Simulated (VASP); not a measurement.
# Fe3Ge (Pm-3m) in VASP: notebook, part 2 of 2

VASP 6.6.1. Earlier steps stand in the parts before.

## Step 3: Single point, PBEsol, collinear spin, ferromagnetic start

This run uses another cell than the first one, of 11.77 Å³/atom, 1.021 times its volume.

INCAR

```
  PREC = Accurate
  ENCUT = 520
  EDIFF = 1E-7
  ISMEAR = -1
  SIGMA = 0.05
  LREAL = F
  LASPH = T
  NELM = 150
  ALGO = Fast
  ISIF = 2
  LWAVE = F
  LCHARG = F
  ISPIN = 2
  MAGMOM = 0 3 3 3
  LORBIT = 11
  LMAXMIX = 4
  GGA = PS
  NBANDS = 31
```

KPOINTS

```
Automatic mesh
0
Gamma
  7 7 7
```

POSCAR

```
Fe3Ge
1.0
    3.6110282322      0.0000000000      0.0000000000
    0.0000000000      3.6110282322      0.0000000000
    0.0000000000      0.0000000000      3.6110282322
Ge Fe
1 3
Direct
    0.0000000000      0.0000000000      0.0000000000
    0.5000000000      0.0000000000      0.5000000000
    0.5000000000      0.5000000000      0.0000000000
    0.0000000000      0.5000000000      0.5000000000
```

Potentials or basis: VASP PAW PBE potentials, release 64 (Ge_d, Fe).

Run with:

```bash
cat potpaw_PBE.64/Ge_d/POTCAR potpaw_PBE.64/Fe/POTCAR > POTCAR
mpirun -np 1 vasp_std > vasp.out
```

OUTCAR:

```text
PREC = Accurate
   ENCUT = 520
   EDIFF = 1E-7
   ISMEAR = -1
   LREAL = F
   LASPH = T
   NELM = 150
   ISIF = 2
   ISPIN = 2
   LORBIT = 11
   GGA = PS

 ion  position               nearest neighbor table
   1  0.000  0.000  0.000-   2 2.55   3 2.55   4 2.55   2 2.55   4 2.55   3 2.55   4 2.55   4 2.55
                             2 2.55   3 2.55   2 2.55   3 2.55
   2  0.500  0.000  0.500-   1 2.55   3 2.55   4 2.55   1 2.55   3 2.55   3 2.55   4 2.55   3 2.55
                             1 2.55   4 2.55   1 2.55   4 2.55
   3  0.500  0.500  0.000-   1 2.55   2 2.55   4 2.55   2 2.55   4 2.55   1 2.55   2 2.55   2 2.55
                             1 2.55   4 2.55   4 2.55   1 2.55
   4  0.000  0.500  0.500-   1 2.55   2 2.55   3 2.55   1 2.55   3 2.55   1 2.55   2 2.55   1 2.55
                             2 2.55   3 2.55   3 2.55   2 2.55

  LATTYP: Found a simple cubic cell.
 ALAT       =     3.6110282322

  Lattice vectors:

 A1 = (   3.6110282322,   0.0000000000,   0.0000000000)
 A2 = (   0.0000000000,   3.6110282322,   0.0000000000)
 A3 = (   0.0000000000,   0.0000000000,   3.6110282322)

Analysis of symmetry for initial positions (statically):
=====================================================================
 Subroutine PRICEL returns:
 Original cell was already a primitive cell.

 Routine SETGRP: Setting up the symmetry group for a
 simple cubic supercell.

 Subroutine GETGRP returns: Found 48 space group operations
 (whereof 48 operations were pure point group operations)
 out of a pool of 48 trial point group operations.

The static configuration has the point symmetry O_h .

Analysis of symmetry for dynamics (positions and initial velocities):
=====================================================================
 Subroutine PRICEL returns:
 Original cell was already a primitive cell.

 Routine SETGRP: Setting up the symmetry group for a
 simple cubic supercell.

 Subroutine GETGRP returns: Found 48 space group operations
 (whereof 48 operations were pure point group operations)
 out of a pool of 48 trial point group operations.

The dynamic configuration has the point symmetry O_h .

Analysis of structural, dynamic, and magnetic symmetry:
=====================================================================
 Subroutine PRICEL returns:
 Original cell was already a primitive cell.

 Routine SETGRP: Setting up the symmetry group for a
 simple cubic supercell.

 Subroutine GETGRP returns: Found 48 space group operations
 (whereof 48 operations were pure point group operations)
 out of a pool of 48 trial point group operations.

The overall configuration has the point symmetry O_h .

 Subroutine INISYM returns: Found 48 space group operations
 (whereof 48 operations are pure point group operations),
 and found     1 'primitive' translations

----------------------------------------------------------------------------------------

                                     Primitive cell

  volume of cell :      47.0861

  direct lattice vectors                    reciprocal lattice vectors
     3.611028232  0.000000000  0.000000000     0.276929433  0.000000000  0.000000000
     0.000000000  3.611028232  0.000000000     0.000000000  0.276929433  0.000000000
[... 83 lines left out ...]
   NELM   =    150;   NELMIN=  2; NELMDL= -5     # of ELM steps
   EDIFF  = 0.1E-06   stopping-criterion for ELM
   LREAL  =      F    real-space projection
   EDIFFG = 0.1E-05   stopping-criterion for IOM
   NSW    =      0    number of steps for IOM
   IBRION =     -1    ionic relax: 0-MD 1-quasi-New 2-CG
   NFREE  =      0    steps in history (QN), initial steepest desc. (CG)
   ISIF   =      2    stress and relaxation
   ISYM   =      2    0-nonsym 1-usesym 2-fastsym
   POTIM  = 0.5000    time-step for ionic-motion
   TEBEG  =    0.0;   TEEND  =   0.0 temperature during run
   PSTRESS=    0.0 pullay stress
   NELECT =      38.0000    total number of electrons
   NUPDOWN=      -1.0000    fix difference up-down
   EMIN   =  10.00;   EMAX   =-10.00  energy-range for DOS
   EFERMI =   0.00;   METHOD = LEGACY
   ISMEAR =    -1;   SIGMA  =   0.05  broadening in eV -4-tet -1-fermi 0-gaus
   EFERMI_NEDOS =   21; number of points for ismear=-14 and -15
   IALGO  =     68    algorithm
   IMIX   =      4    mixing-type and parameters
     AMIX     =   0.40;   BMIX     =  1.00
     AMIX_MAG =   1.60;   BMIX_MAG =  1.00
  volume/ion in A,a.u.               =      11.77        79.44
  Fermi-wavevector in a.u.,A,eV,Ry     =   1.524188  2.880297 31.608353  2.323148
  Thomas-Fermi vector in A             =   2.632529
   LORBIT       =     11    0 simple, 1 ext, 2 COOP (PROOUT), +10 PAW based schemes
   GGA     = PS    functional components
   LHFCALC =     F    Hartree Fock is set to
   AEXX    =    0.0000 exact exchange contribution
   IVDW    =     0    specifies the selected vdW correction
   LEPSILON=     F    determine dielectric tensor
   LRPA    =     F    only Hartree local field effects (RPA)
 spin polarized calculation
 RMM-DIIS sequential band-by-band and
  energy-cutoff  :      520.00
  volume of cell :       47.09
 maximum number of plane-waves:      1309
 NGX is ok and might be reduce to    28
   NGX = 13   NGY = 13   NGZ = 13

 number of electron      37.9999995 magnetization       6.2798874

 Free energy of the ion-electron system (eV)
  ---------------------------------------------------
  ext. energy  EPLUGINS =         0.00000000
  ---------------------------------------------------
  free energy    TOTEN  =       -32.23234973 eV

  energy without entropy =      -32.20677894  energy(sigma->0) =      -32.21956433

 E-fermi :   7.5938     XC(G=0): -13.3154

 val. band max:        7.5681412551   @ k =   0.4286   0.2857   0.1429
 cond. band min:       7.5967732160   @ k =   0.2857   0.1429   0.0000
 fundamental gap:      0.0286319609
 Fermi energy:         7.5938491605

 spin component 1

 k-point     1 :       0.0000    0.0000    0.0000
  band No.  band energies     occupation
      1     -17.1400      1.00000
      2     -17.1400      1.00000
      3     -17.1330      1.00000
      4     -17.1330      1.00000
      5     -17.1330      1.00000
      6      -4.8562      1.00000
[... 669 lines left out ...]
     30      22.6575      0.00000
     31      22.8200      0.00000
 Fermi energy:         7.5938491605

 spin component 2

 k-point     1 :       0.0000    0.0000    0.0000
  band No.  band energies     occupation
      1     -17.1643      1.00000
      2     -17.1643      1.00000
      3     -17.1547      1.00000
      4     -17.1547      1.00000
      5     -17.1547      1.00000
      6      -4.7868      1.00000
[... 669 lines left out ...]
     30      22.7410      0.00000
     31      22.9727      0.00000

------------------------ aborting loop because EDIFF is reached ----------------------------------------

  FORCE on cell =-STRESS in cart. coord.  units (eV):
  Direction    XX          YY          ZZ          XY          YZ          ZX
  --------------------------------------------------------------------------------------
  -------------------------------------------------------------------------------------
  Total       -1.3298898     -1.3298898     -1.3298898     -0.0000000     -0.0000000     -0.0000000
  in kB      -45.2515629    -45.2515629    -45.2515629     -0.0000000     -0.0000000     -0.0000000
  external PRESSURE =     -45.2515629 kB  Pullay stress =       0.0000000 kB

 VOLUME and BASIS-vectors are now :
 -----------------------------------------------------------------------------
  energy-cutoff  :      520.00
  volume of cell :       47.09
      direct lattice vectors                 reciprocal lattice vectors
     3.611028232  0.000000000  0.000000000     0.276929433  0.000000000  0.000000000
     0.000000000  3.611028232  0.000000000     0.000000000  0.276929433  0.000000000
     0.000000000  0.000000000  3.611028232     0.000000000  0.000000000  0.276929433

 POSITION                                       TOTAL-FORCE (eV/Angst)
 -----------------------------------------------------------------------------------
      0.00000      0.00000      0.00000         0.000000      0.000000      0.000000
      1.80551      0.00000      1.80551         0.000000      0.000000      0.000000
      1.80551      1.80551      0.00000         0.000000      0.000000      0.000000
      0.00000      1.80551      1.80551         0.000000      0.000000      0.000000
 -----------------------------------------------------------------------------------
    total drift:                                0.000000      0.000000      0.000000

  FREE ENERGIE OF THE ION-ELECTRON SYSTEM (eV)
  ---------------------------------------------------
  free  energy   TOTEN  =       -32.2323497293 eV

  energy  without entropy=      -32.2067789397  energy(sigma->0) =      -32.21956433

 total charge

# of ion       s       p       d       tot
------------------------------------------
    1        1.084   1.317  10.119  12.520
    2        0.446   0.535   6.313   7.295
    3        0.446   0.535   6.313   7.295
    4        0.446   0.535   6.313   7.295
--------------------------------------------------
tot          2.422   2.923  29.059  34.404

 magnetization (x)

# of ion       s       p       d       tot
------------------------------------------
    1       -0.000  -0.145   0.011  -0.135
    2        0.001  -0.006   2.132   2.127
    3        0.001  -0.006   2.132   2.127
    4        0.001  -0.006   2.132   2.127
--------------------------------------------------
tot          0.002  -0.164   6.407   6.245
```

OSZICAR:

```text
N       E                     dE             d eps       ncg     rms          rms(c)
DAV:   1     0.301275395346E+03    0.30128E+03   -0.16075E+04  2753   0.262E+03
DAV:   2     0.490580480745E+01   -0.29637E+03   -0.27667E+03  2480   0.514E+02
DAV:   3    -0.342555589699E+02   -0.39161E+02   -0.37436E+02  2725   0.150E+02
DAV:   4    -0.357181755614E+02   -0.14626E+01   -0.14600E+01  2851   0.345E+01
DAV:   5    -0.357374842359E+02   -0.19309E-01   -0.19308E-01  2774   0.366E+00    0.213E+01
RMM:   6    -0.336184668090E+02    0.21190E+01   -0.24222E+01  3052   0.441E+01    0.136E+01
RMM:   7    -0.323030977782E+02    0.13154E+01   -0.30310E+00  2878   0.189E+01    0.635E+00
RMM:   8    -0.322567082452E+02    0.46390E-01   -0.24078E-01  3401   0.288E+00    0.235E+00
RMM:   9    -0.322341179617E+02    0.22590E-01   -0.51146E-02  3454   0.136E+00    0.692E-01
RMM:  10    -0.322325876637E+02    0.15303E-02   -0.93300E-03  3417   0.923E-01    0.309E-01
RMM:  11    -0.322323206940E+02    0.26697E-03   -0.31232E-03  3543   0.404E-01    0.117E-01
RMM:  12    -0.322323269283E+02   -0.62342E-05   -0.55540E-04  3485   0.225E-01    0.544E-02
RMM:  13    -0.322323477534E+02   -0.20825E-04   -0.13645E-04  3371   0.821E-02    0.329E-02
RMM:  14    -0.322323480866E+02   -0.33325E-06   -0.31105E-05  3437   0.470E-02    0.648E-03
RMM:  15    -0.322323493925E+02   -0.13059E-05   -0.11043E-05  3305   0.186E-02    0.299E-03
RMM:  16    -0.322323496987E+02   -0.30618E-06   -0.10443E-06  3023   0.891E-03    0.173E-03
RMM:  17    -0.322323497293E+02   -0.30567E-07   -0.30995E-07  2464   0.351E-03
   1 F= -.32232350E+02 E0= -.32219564E+02  d E =-.255708E-01  mag=     6.2799
```

It took 1.7 min on 1 thread of AMD EPYC 7R43 (Zen 3), shared host; peak memory 0.16 GiB.

What came out:

```yaml
Free_energy: -32.2323 eV
Pressure: -4.5 GPa
Net_moment: 6.28 μB per cell
Site_moments: Ge -0.14; Fe +2.13 μB
Valence_electrons_inside_the_program's_atomic_spheres: Ge 12.52; Fe 7.29
```

Levels at points of the mesh, in eV from the Fermi level:
Spin up:
| k point | band 19 | band 20 | band 21 | band 22 | band 23 | band 24 | band 25 | band 26 |
| --- | --- | --- | --- | --- | --- | --- | --- | --- |
| (0.00, 0.00, 0.00) | -1.22 | -1.22 | -0.60 | -0.23 | -0.23 | -0.23 | 3.38 | 6.87 |
Spin down:
| k point | band 12 | band 13 | band 14 | band 15 | band 16 | band 17 | band 18 | band 19 | band 20 | band 21 |
| --- | --- | --- | --- | --- | --- | --- | --- | --- | --- | --- |
| (0.00, 0.00, 0.00) | -2.57 | -1.15 | -1.15 | -1.15 | 0.13 | 0.13 | 0.13 | 1.30 | 1.30 | 1.48 |

Caveat: the PAW data sets were made with another functional, which shifts forces and pressure a little.

## Step 4: Single point, PBEsol, collinear spin, ferromagnetic start

This run uses another cell than the first one, of 12.02 Å³/atom, 1.043 times its volume.

INCAR

```
SYSTEM = Fe3Ge
ALGO = Normal
EDIFF = 1E-6
ENCUT = 520
GGA = PS
ISIF = 2
ISMEAR = -1
ISPIN = 2
LASPH = .TRUE.
LCHARG = .TRUE.
LELF = .TRUE.
LMAXMIX = 4
LORBIT = 11
LREAL = .FALSE.
LVHAR = .TRUE.
LWAVE = .FALSE.
MAGMOM = 0 3 3 3
NBANDS = 31
NELM = 150
PREC = Accurate
SIGMA = 0.05
```

KPOINTS

```
k-points
0
G
  7 7 7
  0 0 0
```

POSCAR

```
Fe3Ge
1.0
    3.6359326622      0.0000000000      0.0000000000
    0.0000000000      3.6359326622      0.0000000000
    0.0000000000      0.0000000000      3.6359326622
Ge Fe
1 3
Direct
    0.0000000000      0.0000000000      0.0000000000
    0.5000000000      0.0000000000      0.5000000000
    0.5000000000      0.5000000000      0.0000000000
    0.0000000000      0.5000000000      0.5000000000
```

Potentials or basis: VASP PAW PBE potentials, release 64 (Ge_d, Fe).

Run with:

```bash
cat potpaw_PBE.64/Ge_d/POTCAR potpaw_PBE.64/Fe/POTCAR > POTCAR
mpirun -np 1 vasp_std > vasp.out
```

OUTCAR:

```text
SYSTEM = Fe3Ge
   EDIFF = 1E-6
   ENCUT = 520
   GGA = PS
   ISIF = 2
   ISMEAR = -1
   ISPIN = 2
   LASPH = .TRUE.
   LORBIT = 11
   LREAL = .FALSE.
   NELM = 150
   PREC = Accurate

 ion  position               nearest neighbor table
   1  0.000  0.000  0.000-   2 2.57   3 2.57   4 2.57   2 2.57   4 2.57   3 2.57   4 2.57   4 2.57
                             2 2.57   3 2.57   2 2.57   3 2.57
   2  0.500  0.000  0.500-   1 2.57   3 2.57   4 2.57   1 2.57   3 2.57   3 2.57   4 2.57   3 2.57
                             1 2.57   4 2.57   1 2.57   4 2.57
   3  0.500  0.500  0.000-   1 2.57   2 2.57   4 2.57   2 2.57   4 2.57   1 2.57   2 2.57   2 2.57
                             1 2.57   4 2.57   4 2.57   1 2.57
   4  0.000  0.500  0.500-   1 2.57   2 2.57   3 2.57   1 2.57   3 2.57   1 2.57   2 2.57   1 2.57
[... 1588 lines left out ...]

 POSITION                                       TOTAL-FORCE (eV/Angst)
 -----------------------------------------------------------------------------------
      0.00000      0.00000      0.00000         0.000000      0.000000      0.000000
      1.81797      0.00000      1.81797         0.000000      0.000000      0.000000
      1.81797      1.81797      0.00000         0.000000      0.000000      0.000000
      0.00000      1.81797      1.81797         0.000000      0.000000      0.000000
 -----------------------------------------------------------------------------------
    total drift:                                0.000000      0.000000      0.000000

  FREE ENERGIE OF THE ION-ELECTRON SYSTEM (eV)
  ---------------------------------------------------
  free  energy   TOTEN  =       -32.1932378389 eV

  energy  without entropy=      -32.1664593475  energy(sigma->0) =      -32.17984859

 total charge

# of ion       s       p       d       tot
------------------------------------------
    1        1.083   1.296  10.111  12.489
    2        0.438   0.517   6.296   7.251
    3        0.438   0.517   6.296   7.251
    4        0.438   0.517   6.296   7.251
--------------------------------------------------
tot          2.396   2.848  28.998  34.242

 magnetization (x)

# of ion       s       p       d       tot
------------------------------------------
    1       -0.001  -0.147   0.010  -0.138
    2        0.000  -0.008   2.158   2.150
    3        0.000  -0.008   2.158   2.150
    4        0.000  -0.008   2.158   2.150
--------------------------------------------------
tot          0.000  -0.170   6.483   6.313
```

Run time: 91 s. Hardware: 1 thread of AMD EPYC 7R43 (Zen 3), shared host; peak memory 0.16 GiB.

What came out:

| Property | Result |
| --- | --- |
| Free energy | -32.1932 eV |
| Pressure | -8.2 GPa |
| Net moment | 6.34 μB per cell |
| Site moments | Ge -0.14; Fe +2.15 μB |
| Valence electrons inside the program's atomic spheres | Ge 12.49; Fe 7.25 |

Caveat: the PAW data sets were made with another functional, which shifts forces and pressure a little.

## Step 5: Single point, PBEsol, collinear spin, ferromagnetic start

This run uses another cell than the first one, of 12.75 Å³/atom, 1.106 times its volume.

INCAR

```
SYSTEM = Fe3Ge
PREC     = Accurate       ! precision mode
ENCUT    = 520            ! plane-wave cutoff, eV
EDIFF    = 1E-6           ! SCF threshold, eV
ISMEAR   = -1             ! smearing method
SIGMA    = 0.05           ! smearing width, eV
LREAL    = .False.        ! projectors in reciprocal space
LASPH    = .True.         ! aspherical terms in the spheres
NELM     = 150            ! most SCF steps
ALGO     = Normal         ! electronic algorithm
ISIF     = 2              ! what is computed and relaxed
LWAVE    = .False.        ! write WAVECAR
LCHARG   = .False.        ! write CHGCAR
ISPIN    = 2              ! spin polarisation
MAGMOM   = 0 3 3 3        ! initial moments
LORBIT   = 11             ! projections on sites
LMAXMIX  = 4              ! l up to which the mixer works
GGA      = PS             ! functional
NBANDS   = 31             ! bands
```

KPOINTS

```
Automatic mesh
0
Gamma
  7 7 7
  0 0 0
```

POSCAR

```
Fe3Ge
1.0
    3.7086705245      0.0000000000      0.0000000000
    0.0000000000      3.7086705245      0.0000000000
    0.0000000000      0.0000000000      3.7086705245
Ge Fe
1 3
Direct
    0.0000000000      0.0000000000      0.0000000000
    0.5000000000      0.0000000000      0.5000000000
    0.5000000000      0.5000000000      0.0000000000
    0.0000000000      0.5000000000      0.5000000000
```

Run with:

```bash
cat potpaw_PBE.64/Ge_d/POTCAR potpaw_PBE.64/Fe/POTCAR > POTCAR
mpirun -np 1 vasp_std > vasp.out
```

Run time: 81 s. Hardware: 1 thread of AMD EPYC 7R43 (Zen 3), shared host; peak memory 0.16 GiB.

It converged, with:

```
Free energy                                           : -31.9640 eV
Pressure                                              : -15.8 GPa
Net moment                                            : 6.72 μB per cell
Site moments                                          : Ge -0.14; Fe +2.28 μB
Valence electrons inside the program's atomic spheres : Ge 12.41; Fe 7.13
```

Levels at points of the mesh, in eV from the Fermi level:
Spin up:
```tsv
k point	band 19	band 20	band 21	band 22	band 23	band 24	band 25	band 26
(0.00, 0.00, 0.00)	-1.18	-1.18	-0.86	-0.50	-0.50	-0.50	2.57	6.23
```
Spin down:
```csv
k point,band 13,band 14,band 15,band 16,band 17,band 18,band 19,band 20
"(0.00, 0.00, 0.00)",-1.14,-1.14,-1.14,0.21,0.21,0.21,1.27,1.27
```

Caveat: the PAW data sets were made with another functional, which shifts forces and pressure a little.

## Step 6: The runs side by side

```tsv
cell	gap on the mesh (eV)	pressure (GPa)	moment (μB)
a = 3.586 Å, 4 atoms	none	-0.3	6.23
a = 3.611 Å, 4 atoms	none	-4.5	6.28
a = 3.636 Å, 4 atoms	none	-8.2	6.34
a = 3.709 Å, 4 atoms	none	-15.8	6.72
```

Alike in all rows: task single point; level PBEsol; potentials or basis VASP PAW PBE potentials, release 64 (Ge_d, Fe); spin collinear, ferromagnetic start; k mesh 7 × 7 × 7; cutoff (eV) 520; smearing fermi-dirac 0.05 eV.

Caveats: the PAW data sets were made with another functional, which shifts forces and pressure a little.

Absolute energies hang on the potentials; compare differences alone.
